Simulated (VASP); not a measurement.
Here is a VASP 6.6.1 calculation.

INCAR

```
SYSTEM = NbSi3
ALGO = Normal ; EDIFF = 1E-7
EDIFFG = -0.01 ; ENCUT = 600
GGA = PE ; IBRION = 2
ISIF = 3 ; ISMEAR = 0
LASPH = .True. ; LCHARG = .False.
LREAL = .False. ; LWAVE = .False.
NELM = 100 ; NSW = 100
PREC = Accurate ; SIGMA = 0.1
```

The input KPOINTS:

```
k-points
0
Gamma
  12 12 12
  0 0 0
```

The input POSCAR:

```
NbSi3
1.0
    3.8965648396      0.0000000000      0.0000000000
    0.0000000000      3.8965648396      0.0000000000
    0.0000000000      0.0000000000      3.8965648396
Nb Si
1 3
Direct
    0.0000000000      0.0000000000      0.0000000000
    0.0000000000      0.5000000000      0.5000000000
    0.5000000000      0.0000000000      0.5000000000
    0.5000000000      0.5000000000      0.0000000000
```

Potentials or basis: VASP PAW PBE potentials, release 64 (Nb_sv, Si).

Launch:

```sh
$ cat potpaw_PBE.64/Nb_sv/POTCAR potpaw_PBE.64/Si/POTCAR > POTCAR
$ mpirun -np 1 vasp_std > vasp.out
```

Problem. Estimate the band gap on the k mesh.

Solution. Zero (an odd number of electrons rules out a gap without spin polarisation).

Problem. Estimate the relaxed cell.

Solution. a = 3.884 Å, b = 3.884 Å, c = 3.884 Å, α = 90.00°, β = 90.00°, γ = 90.00°.

Problem. Predict the relaxed volume.

Solution. 14.65 Å³/atom.

The path:
```csv
step,energy change (eV),largest force (eV/Å),pressure (GPa),volume (Å³)
1,0.0000,0.0000,-1.24,59.16
2,-0.0008,0.0000,1.01,58.19
3,-0.0022,0.0000,0.01,58.61
```
